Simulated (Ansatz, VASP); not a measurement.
## PbS2: VASP beside Ansatz

INCAR

```
SYSTEM = PbS2
  ALGO = Normal
  EDIFF = 1E-6
  ENCUT = 500
  GGA = CA
  GGA_COMPAT = .FALSE.
  ISIF = 2
  ISMEAR = 0
  LASPH = .TRUE.
  LCHARG = .TRUE.
  LELF = .TRUE.
  LREAL = .FALSE.
  LVHAR = .TRUE.
  LWAVE = .FALSE.
  NBANDS = 20
  NELM = 120
  PREC = Accurate
  SIGMA = 0.05
```

Contents of KPOINTS:

```
k-points
0
G
  4 4 4
  0 0 0
```

File POSCAR:

```
PbS2
1.0
    0.0000000000      3.2932899910      3.2932899910
    3.2932899910      0.0000000000      3.2932899910
    3.2932899910      3.2932899910      0.0000000000
Pb S
1 2
Direct
    0.0000000000      0.0000000000      0.0000000000
    0.2500000000      0.2500000000      0.2500000000
    0.7500000000      0.7500000000      0.7500000000
```

Input for Ansatz:

```yaml
crystal:
  lattice:
    - [0.0, 3.293289991, 3.293289991]
    - [3.293289991, 0.0, 3.293289991]
    - [3.293289991, 3.293289991, 0.0]
  atoms:
    - { symbol: Pb, position: [0.0, 0.0, 0.0] }
    - { symbol: S, position: [0.25, 0.25, 0.25] }
    - { symbol: S, position: [0.75, 0.75, 0.75] }
basis:
  ecutwfc: 420
kpoints:
  mp_grid: { grid: [4, 4, 4] }
hamiltonian:
  xc: lda
scf:
  occupations: { method: gaussian, width: 0.05 }
output:
  forces: true
  stress: true
  eigenvalues: true
```

Alike in both runs: task single point; functional LDA; k mesh 4 × 4 × 4; occupations gaussian, width 0.05 eV; no spin polarisation.

|  | VASP | Ansatz |
| --- | --- | --- |
| version | VASP 6.6.1 | Ansatz 0.2.0 |
| potentials or method | VASP PAW LDA potentials, release 64 (Pb_d, S), cutoff 500 eV | scalar-relativistic, plane waves, PAW |
| valence electrons in the cell | 26 | 26 |

|  | VASP | Ansatz | Ansatz less VASP |
| --- | --- | --- | --- |
| gap on the k mesh at the Fermi level (eV) | none | none | - |
| pressure (GPa) | -0.1 | -0.1 | +0.08 |

LDA's correlation is that of Perdew and Zunger in VASP and of Perdew and Wang (1992) in Ansatz. A gap of «none» marks a metal or a gap that the smearing closes.

The k mesh is coarse, so the values compare programs but aren't converged. Neither program's run includes spin-orbit coupling.
